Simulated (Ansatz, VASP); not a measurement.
# ZnCd5Se6: VASP beside Ansatz

```
Zn Cd Se
1.0
     4.31545    0.00000    0.00000
     0.00000    4.31545    0.00000
     0.00000    0.00000   18.44432
Zn Cd Se
1 5 6
Direct
  0.00000 0.00000 0.00000
  0.00000 0.00000 0.67135
  0.50000 0.50000 0.84268
  0.50000 0.50000 0.15732
  0.00000 0.00000 0.32865
  0.50000 0.50000 0.50000
  0.50000 0.00000 0.75702
  0.00000 0.50000 0.92870
  0.50000 0.00000 0.07130
  0.00000 0.50000 0.24298
  0.50000 0.00000 0.41433
  0.00000 0.50000 0.58567
```

Alike in both runs: functional PBE; k mesh 8 × 8 × 2; occupations gaussian, width 0.02 eV; no spin polarisation.

Ansatz relaxed the structure, and its values are those at the end. VASP's run is a single point on that final structure, the one shown.

|  | VASP | Ansatz |
| --- | --- | --- |
| version | VASP 6.6.1 | Ansatz 0.2.0 |
| potentials or method | VASP PAW PBE potentials, release 64 (Zn, Cd, Se), cutoff 520 eV | scalar-relativistic, plane waves, PAW |
| valence electrons in the cell | 108 | 208 |

Ansatz gave:

```
gap on the k mesh at the Fermi level (eV) : 0.54
least direct gap on the mesh (eV)         : 0.54
pressure (GPa)                            : 0.0
rms of the force components (eV/Å)        : 0.001
```

Q: Estimate VASP's values.

A: gap on the k mesh at the Fermi level (eV): 0.54; least direct gap on the mesh (eV): 0.54; pressure (GPa): 0.3; rms of the force components (eV/Å): 0.004.

The functional is the same, so the differences come from potentials, cutoffs and numerics. VASP's potentials hold 108 valence electrons a cell and Ansatz's 208, so a difference there can come from the potentials and not from the codes.
